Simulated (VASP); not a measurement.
# Zr (P6/mmm) in VASP: notebook

The runs below take Zr through single point, relaxation of cell and atoms, with PBE.

All numbers are computed with VASP 6.6.1; they aren't measurements. Logs are shortened: lines on timing, memory, paths and dates and some standing lists are left out, and cuts for length are marked.

### 1 The cell of the first run

Symmetry: P6/mmm, No. 191, hexagonal system. Conventional cell: a = 5.236 Å, b = 5.236 Å, c = 3.269 Å, α = 90.00°, β = 90.00°, γ = 120.00°. Zr (site symmetry 6/mmm) has 14 Zr at 3.27 to 3.44 Å within 4.3 Å. Within 4.0 Å of Zr (site symmetry -6m2) lie 11 Zr at 3.02 to 3.44 Å.

This isn't the form of Zr at room conditions, which is hcp.

### 2 Single point, PBE, collinear spin (25.87 Å³/atom)

INCAR reads:

```
SYSTEM = Zr
PREC = Accurate ; ENCUT = 520
EDIFF = 1E-6 ; ISMEAR = -1
SIGMA = 0.05 ; LREAL = .False.
LASPH = .True. ; NELM = 150
ALGO = Normal ; ISIF = 2
LWAVE = .False. ; LCHARG = .True.
ISPIN = 2 ; MAGMOM = 1 1 1
LORBIT = 11 ; LMAXMIX = 4
GGA = PE ; LELF = .True.
LVHAR = .True. ; NBANDS = 29
```

KPOINTS reads:

```
regular mesh
0
Gamma
  10 10 13
  0 0 0
```

POSCAR reads:

```
Zr
1.0
    5.2363946516      0.0000000000      0.0000000000
   -2.6181973258      4.5348507925      0.0000000000
    0.0000000000      0.0000000000      3.2687568771
Zr
3
Direct
    0.0000000000      1.0000000000      1.0000000000
    0.3333333333      0.6666666667      0.5000000000
    0.6666666667      0.3333333333      0.5000000000
```

Potentials or basis: VASP PAW PBE potentials, release 64 (Zr_sv).

Started as:

```bash
cat potpaw_PBE.64/Zr_sv/POTCAR > POTCAR
mpirun -np 1 vasp_std > vasp.out
```

OUTCAR:

```text
SYSTEM = Zr
   PREC = Accurate
   ENCUT = 520
   EDIFF = 1E-6
   ISMEAR = -1
   LREAL = .False.
   LASPH = .True.
   NELM = 150
   ISIF = 2
   ISPIN = 2
   LORBIT = 11
   GGA = PE

 ion  position               nearest neighbor table
   1  0.000  0.000  0.000-   2 3.44   3 3.44   2 3.44   3 3.44   2 3.44   2 3.44   3 3.44   3 3.44
                             3 3.44   3 3.44   2 3.44   2 3.44
   2  0.333  0.667  0.500-   3 3.02   3 3.02   3 3.02   1 3.44   1 3.44   1 3.44   1 3.44   1 3.44
                             1 3.44
   3  0.667  0.333  0.500-   2 3.02   2 3.02   2 3.02   1 3.44   1 3.44   1 3.44   1 3.44   1 3.44
                             1 3.44

  LATTYP: Found a hexagonal cell.
 ALAT       =     5.2363946516
 C/A-ratio  =     0.6242380673

  Lattice vectors:

 A1 = (   5.2363946516,   0.0000000000,   0.0000000000)
 A2 = (  -2.6181973258,   4.5348507925,   0.0000000000)
 A3 = (   0.0000000000,   0.0000000000,   3.2687568771)

Analysis of symmetry for initial positions (statically):
=====================================================================
 Subroutine PRICEL returns:
 Original cell was already a primitive cell.

 Routine SETGRP: Setting up the symmetry group for a
 hexagonal supercell.

 Subroutine GETGRP returns: Found 24 space group operations
 (whereof 24 operations were pure point group operations)
 out of a pool of 24 trial point group operations.

The static configuration has the point symmetry D_6h.

Analysis of symmetry for dynamics (positions and initial velocities):
=====================================================================
 Subroutine PRICEL returns:
 Original cell was already a primitive cell.

 Routine SETGRP: Setting up the symmetry group for a
 hexagonal supercell.

 Subroutine GETGRP returns: Found 24 space group operations
 (whereof 24 operations were pure point group operations)
 out of a pool of 24 trial point group operations.

The dynamic configuration has the point symmetry D_6h.

Analysis of structural, dynamic, and magnetic symmetry:
=====================================================================
 Subroutine PRICEL returns:
 Original cell was already a primitive cell.

 Routine SETGRP: Setting up the symmetry group for a
 hexagonal supercell.

 Subroutine GETGRP returns: Found 24 space group operations
 (whereof 24 operations were pure point group operations)
 out of a pool of 24 trial point group operations.

The overall configuration has the point symmetry D_6h.

 Subroutine INISYM returns: Found 24 space group operations
 (whereof 24 operations are pure point group operations),
 and found     1 'primitive' translations

----------------------------------------------------------------------------------------

                                     Primitive cell

  volume of cell :      77.6208

  direct lattice vectors                    reciprocal lattice vectors
     5.236394652  0.000000000  0.000000000     0.190971091  0.110257211  0.000000000
    -2.618197326  4.534850793  0.000000000     0.000000000  0.220514422  0.000000000
     0.000000000  0.000000000  3.268756877     0.000000000  0.000000000  0.305926699

  length of vectors
     5.236394652  5.236394652  3.268756877     0.220514422  0.220514422  0.305926699

  position of ions in fractional coordinates (direct lattice)
     0.000000000  0.000000000  0.000000000
     0.333333333  0.666666667  0.500000000
     0.666666667  0.333333333  0.500000000

  ion indices of the primitive-cell ions
   primitive index   ion index
                 1           1
                 2           2
                 3           3

----------------------------------------------------------------------------------------

 KPOINTS: regular mesh

Automatic generation of k-mesh.
 Grid dimensions read from file:
 generate k-points for:   10   10   13

 Generating k-lattice:

  Cartesian coordinates                     Fractional coordinates (reciprocal lattice)
     0.019097109  0.011025721  0.000000000     0.100000000  0.000000000  0.000000000
     0.000000000  0.022051442  0.000000000     0.000000000  0.100000000  0.000000000
     0.000000000  0.000000000  0.023532823     0.000000000  0.000000000  0.076923077

  Length of vectors
     0.022051442  0.022051442  0.023532823

  Shift w.r.t. Gamma in fractional coordinates (k-lattice)
     0.000000000  0.000000000  0.000000000

 Subroutine IBZKPT returns following result:
 ===========================================

 Found     98 irreducible k-points:

 Following reciprocal coordinates:
            Coordinates               Weight
  0.000000  0.000000  0.000000      1.000000
  0.100000  0.000000  0.000000      6.000000
  0.200000  0.000000  0.000000      6.000000
  0.300000  0.000000  0.000000      6.000000
  0.400000  0.000000  0.000000      6.000000
  0.500000  0.000000  0.000000      3.000000
[... 16 lines left out ...]
  0.300000  0.100000  0.076923     24.000000
  0.400000  0.100000  0.076923     24.000000
 [... further k-points ...]
   k-points           NKPTS =     98   k-points in BZ     NKDIM =     98   number of bands    NBANDS=     29
   number of dos      NEDOS =    301   number of ions     NIONS =      3
   total plane-waves  NPLWV =  38400
   dimension x,y,z NGX =    40 NGY =   40 NGZ =   24
   dimension x,y,z NGXF=    80 NGYF=   80 NGZF=   48
   ions per type =               3
   NGX,Y,Z   is equivalent  to a cutoff of  12.70, 12.70, 12.21 a.u.
   NGXF,Y,Z  is equivalent  to a cutoff of  25.40, 25.40, 24.41 a.u.
 SYSTEM =  Zr
   PREC   = accura    normal or accurate (medium, high low for compatibility)
   ISTART =      0    job   : 0-new  1-cont  2-samecut
   ICHARG =      2    charge: 1-file 2-atom 10-const
   ISPIN  =      2    spin polarized calculation?
   LNONCOLLINEAR =      F non collinear calculations
   LSORBIT =      F    spin-orbit coupling
   LASPH  =      T    aspherical Exc in radial PAW
   ENCUT  =  520.0 eV  38.22 Ry    6.18 a.u.   9.74  9.74  6.08*2*pi/ulx,y,z
   NELM   =    150;   NELMIN=  2; NELMDL= -5     # of ELM steps
   EDIFF  = 0.1E-05   stopping-criterion for ELM
   LREAL  =      F    real-space projection
   EDIFFG = 0.1E-04   stopping-criterion for IOM
   NSW    =      0    number of steps for IOM
   IBRION =     -1    ionic relax: 0-MD 1-quasi-New 2-CG
   NFREE  =      0    steps in history (QN), initial steepest desc. (CG)
   ISIF   =      2    stress and relaxation
   ISYM   =      2    0-nonsym 1-usesym 2-fastsym
   POTIM  = 0.5000    time-step for ionic-motion
   TEBEG  =    0.0;   TEEND  =   0.0 temperature during run
   PSTRESS=    0.0 pullay stress
   NELECT =      36.0000    total number of electrons
   NUPDOWN=      -1.0000    fix difference up-down
   EMIN   =  10.00;   EMAX   =-10.00  energy-range for DOS
   EFERMI =   0.00;   METHOD = LEGACY
   ISMEAR =    -1;   SIGMA  =   0.05  broadening in eV -4-tet -1-fermi 0-gaus
   EFERMI_NEDOS =   21; number of points for ismear=-14 and -15
   IALGO  =     38    algorithm
   IMIX   =      4    mixing-type and parameters
     AMIX     =   0.40;   BMIX     =  1.00
     AMIX_MAG =   1.60;   BMIX_MAG =  1.00
  volume/ion in A,a.u.               =      25.87       174.60
  Fermi-wavevector in a.u.,A,eV,Ry     =   1.267213  2.394686 21.848632  1.605829
  Thomas-Fermi vector in A             =   2.400373
   LORBIT       =     11    0 simple, 1 ext, 2 COOP (PROOUT), +10 PAW based schemes
   GGA     = PE    functional components
   LHFCALC =     F    Hartree Fock is set to
   AEXX    =    0.0000 exact exchange contribution
   IVDW    =     0    specifies the selected vdW correction
   LEPSILON=     F    determine dielectric tensor
   LRPA    =     F    only Hartree local field effects (RPA)
 spin polarized calculation
  energy-cutoff  :      520.00
  volume of cell :       77.62
 maximum number of plane-waves:      2113
 NGX is ok and might be reduce to    40
   NGX = 19   NGY = 19   NGZ = 13

 number of electron      36.0000000 magnetization      -0.0007560

 number of electron      36.0000000 magnetization       0.0001372

 Free energy of the ion-electron system (eV)
  ---------------------------------------------------
  ext. energy  EPLUGINS =         0.00000000
  ---------------------------------------------------
  free energy    TOTEN  =       -25.32856026 eV

  energy without entropy =      -25.30198432  energy(sigma->0) =      -25.31527229

 E-fermi :   7.7420     XC(G=0): -10.6109

 val. band max:        7.7405723253   @ k =   0.0000   0.0000   0.0769
 cond. band min:       7.7464062584   @ k =   0.2000   0.0000   0.0769
 fundamental gap:      0.0058339331
 Fermi energy:         7.7420385116

 spin component 1

 k-point     1 :       0.0000    0.0000    0.0000
  band No.  band energies     occupation
      1     -41.4315      1.00000
      2     -41.1036      1.00000
      3     -40.9732      1.00000
      4     -19.4828      1.00000
      5     -19.4828      1.00000
      6     -19.3516      1.00000
[... 21 lines left out ...]
     28      12.5176      0.00000
     29      14.9060      0.00000

 k-point     2 :       0.1000    0.0000    0.0000
  band No.  band energies     occupation
      1     -41.4310      1.00000
      2     -41.1012      1.00000
      3     -40.9762      1.00000
      4     -19.5068      1.00000
      5     -19.5006      1.00000
      6     -19.3274      1.00000
[... 21 lines left out ...]
     28      12.4896      0.00000
     29      14.8806      0.00000

 k-point     3 :       0.2000    0.0000    0.0000
  band No.  band energies     occupation
      1     -41.4298      1.00000
      2     -41.0941      1.00000
      3     -40.9847      1.00000
      4     -19.5502      1.00000
      5     -19.5167      1.00000
      6     -19.2833      1.00000
[... 638 lines left out ...]
      5     -19.4998      1.00000
      6     -19.2725      1.00000
[... 21 lines left out ...]
     28      12.1013      0.00000
     29      12.5520      0.00000

 k-point    24 :       0.4000    0.1000    0.0769
  band No.  band energies     occupation
      1     -41.4250      1.00000
      2     -41.0617      1.00000
      3     -41.0164      1.00000
      4     -19.5995      1.00000
      5     -19.4676      1.00000
      6     -19.2917      1.00000
[... 21 lines left out ...]
     28      11.9516      0.00000
     29      12.0514      0.00000

 [... further k-points ...]

 spin component 2

 k-point     1 :       0.0000    0.0000    0.0000
  band No.  band energies     occupation
      1     -41.4319      1.00000
      2     -41.1036      1.00000
      3     -40.9732      1.00000
      4     -19.4831      1.00000
      5     -19.4831      1.00000
      6     -19.3514      1.00000
[... 21 lines left out ...]
     28      12.5174      0.00000
     29      14.9053      0.00000

 k-point     2 :       0.1000    0.0000    0.0000
  band No.  band energies     occupation
      1     -41.4314      1.00000
      2     -41.1012      1.00000
      3     -40.9762      1.00000
      4     -19.5070      1.00000
      5     -19.5008      1.00000
      6     -19.3273      1.00000
[... 21 lines left out ...]
     28      12.4894      0.00000
     29      14.8728      0.00000

 k-point     3 :       0.2000    0.0000    0.0000
  band No.  band energies     occupation
      1     -41.4303      1.00000
      2     -41.0941      1.00000
      3     -40.9847      1.00000
      4     -19.5504      1.00000
      5     -19.5169      1.00000
      6     -19.2833      1.00000
[... 638 lines left out ...]
      5     -19.5000      1.00000
      6     -19.2725      1.00000
[... 21 lines left out ...]
     28      12.1012      0.00000
     29      12.5519      0.00000

 k-point    24 :       0.4000    0.1000    0.0769
  band No.  band energies     occupation
      1     -41.4254      1.00000
      2     -41.0618      1.00000
      3     -41.0165      1.00000
      4     -19.5996      1.00000
      5     -19.4679      1.00000
      6     -19.2917      1.00000
[... 21 lines left out ...]
     28      11.9515      0.00000
     29      12.0513      0.00000

 [... further k-points ...]

------------------------ aborting loop because EDIFF is reached ----------------------------------------

  FORCE on cell =-STRESS in cart. coord.  units (eV):
  Direction    XX          YY          ZZ          XY          YZ          ZX
  --------------------------------------------------------------------------------------
  -------------------------------------------------------------------------------------
  Total       -4.2281333     -4.2281333     -4.3476972      0.0000000      0.0000000      0.0000000
  in kB      -87.2732715    -87.2732715    -89.7412012      0.0000000      0.0000000      0.0000000
  external PRESSURE =     -88.0959148 kB  Pullay stress =       0.0000000 kB

 VOLUME and BASIS-vectors are now :
 -----------------------------------------------------------------------------
  energy-cutoff  :      520.00
  volume of cell :       77.62
      direct lattice vectors                 reciprocal lattice vectors
     5.236394652  0.000000000  0.000000000     0.190971091  0.110257211  0.000000000
    -2.618197326  4.534850793  0.000000000     0.000000000  0.220514422  0.000000000
     0.000000000  0.000000000  3.268756877     0.000000000  0.000000000  0.305926699

 POSITION                                       TOTAL-FORCE (eV/Angst)
 -----------------------------------------------------------------------------------
      0.00000      0.00000      0.00000         0.000000      0.000000      0.000000
     -0.00000      3.02323      1.63438        -0.000000      0.000000      0.000000
      2.61820      1.51162      1.63438         0.000000      0.000000     -0.000000
 -----------------------------------------------------------------------------------
    total drift:                                0.000000      0.000000      0.000000

  FREE ENERGIE OF THE ION-ELECTRON SYSTEM (eV)
  ---------------------------------------------------
  free  energy   TOTEN  =       -25.3285602621 eV

  energy  without entropy=      -25.3019843235  energy(sigma->0) =      -25.31527229

 total charge

# of ion       s       p       d       tot
------------------------------------------
    1        2.205   5.970   1.423   9.599
    2        2.213   5.944   1.611   9.768
    3        2.213   5.944   1.611   9.768
--------------------------------------------------
tot          6.631  17.859   4.644  29.134

 magnetization (x)

# of ion       s       p       d       tot
------------------------------------------
    1       -0.000  -0.000  -0.000  -0.000
    2        0.000   0.000   0.000   0.000
    3        0.000   0.000   0.000   0.000
--------------------------------------------------
tot          0.000   0.000   0.000   0.000
```

Run time: 2.6 min. Hardware: 1 thread of Intel Xeon 6975P-C (Granite Rapids), shared host; peak memory 0.41 GiB.

What came out:

```
Free energy                                           : -25.3286 eV
Pressure                                              : -8.8 GPa
Band gap on the k mesh                                : zero (filled and empty bands overlap)
Net moment                                            : 0.00 μB per cell
Valence electrons inside the program's atomic spheres : Zr 9.60, 9.77 (each value once)
```

Caveat: the cell stands under tension.

[end of part 1 of 2]
